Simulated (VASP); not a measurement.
MgO:

```xyz
2
Lattice="0.0000 2.1135 2.1135 2.1135 0.0000 2.1135 2.1135 2.1135 0.0000" Properties=species:S:1:pos:R:3 pbc="T T T"
Mg    0.0000    0.0000    0.0000
O     2.1135    2.1135    2.1135
```

Base run:

```yaml
Program: VASP 6.6.1
Functional: r2SCAN
Potentials_or_basis: VASP PAW PBE potentials, release 64 (Mg, O)
Cutoff: 660 eV
k_mesh: 9 × 9 × 9
Occupations: gaussian, width 0.1 eV
Spin: no spin polarisation
```

Its results: band gap on the k mesh 5.50 eV; pressure -4.0 GPa.

**Question.** The run is repeated on the same cell with these changes: potentials or basis from VASP PAW PBE potentials, release 64 (Mg, O) to VASP PAW PBE potentials, release 64 (Mg_sv, O); cutoff from 660 eV to 750 eV; further incar settings from ALGO = Normal; EDIFF = 1e-06; NBANDS = 11 to ALGO = Normal; EDIFF = 1e-06; NBANDS = 15; valence electrons from 8 to 16. What comes out?

**Answer.** Band gap on the k mesh 5.54 eV; pressure -2.5 GPa.

Caveats: the PAW data sets were made with another functional, which shifts forces and pressure a little; the cell stands under tension (at least some runs).

